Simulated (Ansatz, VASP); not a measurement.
# One calculation of WS2, two programs

INCAR

```
ALGO = Normal
EDIFF = 1E-6
ENCUT = 520
GGA = PE
ISIF = 2
ISMEAR = -1
LASPH = T
LCHARG = F
LREAL = F
LWAVE = F
NBANDS = 20
NELM = 60
PREC = Accurate
SIGMA = 0.05
```

File KPOINTS:

```
k-points
0
Gamma
  10 10 2
```

POSCAR

```
WS2
1.0
    3.2459540962      0.0000000000      0.0000000000
   -1.6229770481      2.8110787067      0.0000000000
    0.0000000000      0.0000000000     17.2830265641
W S
1 2
Direct
    0.0000000000      0.0000000000      0.0000000000
    0.3333333333      0.6666666667      0.0920005100
    0.3333333333      0.6666666667      0.9079994900
```

Contents of input.yaml:

```yaml
crystal:
  lattice:
    - [3.2459540962, 0.0, 0.0]
    - [-1.6229770481, 2.8110787067, 0.0]
    - [0.0, 0.0, 17.2830265641]
  atoms:
    - { symbol: W, position: [0.0, 0.0, 0.0] }
    - { symbol: S, position: [0.3333333333, 0.6666666667, 0.09200051] }
    - { symbol: S, position: [0.3333333333, 0.6666666667, 0.90799949] }
kpoints:
  mp_grid: { grid: [10, 10, 2] }
scf:
  occupations: { method: fermi_dirac, width: 0.05 }
hamiltonian:
  xc: pbe
  pseudopotentials: { kind: all_electron, lapw: { basis_error: 0.001 } }
output:
  forces: true
  stress: true
  eigenvalues: true
```

Change from the starting cell: volume scaled by 1.06.

Alike in both runs: task single point; functional PBE; k mesh 10 × 10 × 2; occupations fermi-dirac, width 0.05 eV; no spin polarisation.

|  | VASP | Ansatz |
| --- | --- | --- |
| version | VASP 6.6.1 | Ansatz 0.2.0 |
| potentials or method | VASP PAW PBE potentials, release 64 (W_sv, S), cutoff 520 eV | all-electron LAPW, scalar-relativistic |

VASP gave:

| Quantity | Value |
| --- | --- |
| gap on the k mesh at the Fermi level (eV) | 1.84 |
| least direct gap on the mesh (eV) | 1.99 |
| rms of the force components (eV/Å) | 0.334 |

Question: What did Ansatz give for the same quantities?

Answer: gap on the k mesh at the Fermi level (eV): 1.83; least direct gap on the mesh (eV): 1.99; rms of the force components (eV/Å): 0.332.

Atom by atom the forces differ by 0.001 eV/Å (rms over components). Ansatz ran all-electron here, and VASP with PAW potentials.

Spin-orbit coupling is off throughout.
